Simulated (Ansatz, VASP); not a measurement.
LiSn2 in VASP and in Ansatz

File INCAR:

```
SYSTEM = LiSn2
ALGO     = Fast           ! electronic algorithm
EDIFF    = 1E-7           ! SCF threshold, eV
EDIFFG   = -0.01          ! ionic threshold
ENCUT    = 600            ! plane-wave cutoff, eV
GGA      = PE             ! functional
IBRION   = 2              ! ionic algorithm
ISIF     = 3              ! what is computed and relaxed
ISMEAR   = 0              ! smearing method
LASPH    = .True.         ! aspherical terms in the spheres
LCHARG   = .False.        ! write CHGCAR
LREAL    = .False.        ! projectors in reciprocal space
LWAVE    = .False.        ! write WAVECAR
NELM     = 80             ! most SCF steps
NSW      = 100            ! ionic steps
PREC     = Accurate       ! precision mode
SIGMA    = 0.1            ! smearing width, eV
```

KPOINTS

```
k-points
0
Gamma
  8 8 8
  0 0 0
```

The input POSCAR:

```
LiSn2
1.0
    0.0000000000      4.4130685920      4.4130685920
    4.4130685920      0.0000000000      4.4130685920
    4.4130685920      4.4130685920      0.0000000000
Li Sn
2 4
Direct
    0.5000000000      0.5000000000      0.5000000000
    0.7500000000      0.7500000000      0.7500000000
    0.1250000000      0.1250000000      0.1250000000
    0.6250000000      0.1250000000      0.1250000000
    0.1250000000      0.1250000000      0.6250000000
    0.1250000000      0.6250000000      0.1250000000
```

Input for Ansatz:

```yaml
crystal:
  lattice:
    - [0.0, 4.413068592, 4.413068592]
    - [4.413068592, 0.0, 4.413068592]
    - [4.413068592, 4.413068592, 0.0]
  atoms:
    - { symbol: Li, position: [0.5, 0.5, 0.5] }
    - { symbol: Li, position: [0.75, 0.75, 0.75] }
    - { symbol: Sn, position: [0.125, 0.125, 0.125] }
    - { symbol: Sn, position: [0.625, 0.125, 0.125] }
    - { symbol: Sn, position: [0.125, 0.125, 0.625] }
    - { symbol: Sn, position: [0.125, 0.625, 0.125] }
basis:
  ecutwfc: 420
kpoints:
  mp_grid: { grid: [8, 8, 8] }
hamiltonian:
  xc: pbe
scf:
  occupations: { method: gaussian, width: 0.1 }
output:
  forces: true
  stress: true
  eigenvalues: true
relax:
  adjacent_minimum: "off"
  f_tol: 0.01
  max_steps: 80
  cell: { stress_tol: 0.05 }
```

Alike in both runs: task relaxation of cell and atoms; functional PBE; k mesh 8 × 8 × 8; occupations gaussian, width 0.1 eV; no spin polarisation.

|  | VASP | Ansatz |
| --- | --- | --- |
| version | VASP 6.6.1 | Ansatz 0.2.0 |
| potentials or method | VASP PAW PBE potentials, release 64 (Li_sv, Sn_d), cutoff 600 eV | scalar-relativistic, plane waves, PAW |
| valence electrons in the cell | 62 | 62 |

```tsv
	VASP	Ansatz	Ansatz less VASP
gap on the k mesh at the Fermi level, each at its own relaxed structure (eV)	none	none	-
relaxed volume (Å³/atom)	28.35	28.36	+0.012
relaxed length of the cell vector where the two differ most in proportion (Å)	6.219	6.220	+0.0009
```

A gap of «none» marks a metal or a gap that the smearing closes.

Noted on VASP's run: the cutoff is under 1.25 times that of the potentials, so the pressure is a little rough.
